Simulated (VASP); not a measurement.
Re, 1 atom in the cell. The structure is hexagonal, space group P6/mmm (No. 191). Conventional cell: a = 2.715 Å, b = 2.715 Å, c = 2.431 Å, α = 90.00°, β = 90.00°, γ = 120.00°. Within 3.2 Å of Re (site symmetry 6/mmm) lie 8 Re at 2.43 to 2.72 Å. This isn't the form of Re at room conditions, which is hcp.

```yaml
Program: VASP 6.6.1
Task: single point
Functional: PBE
Potentials_or_basis: VASP PAW PBE potentials, release 64 (Re_sv_GW)
Cutoff: 560 eV
k_mesh: 16 × 16 × 15
Occupations: fermi-dirac, width 0.08 eV
Spin: no spin polarisation
Dipole_correction: no
Further_INCAR_settings: ALGO = Normal; EDIFF = 1e-06; NBANDS = 14
```

Potentials or basis: VASP PAW PBE potentials, release 64 (Re_sv_GW).

Launch:

```console
$ cat potpaw_PBE.64/Re_sv_GW/POTCAR > POTCAR
$ mpirun -np 1 vasp_std > vasp.out
```

Hardware: 1 thread of Intel(R) Xeon(R) 6975P-C (Granite Rapids), on a shared host.

Problem. Estimate the wall time of this run.

Solution. It took 20 s on 1 thread of Intel(R) Xeon(R) 6975P-C (Granite Rapids), with other jobs on the host, peak memory 0.19 GiB. Counts: scf iterations 12, k points 240.
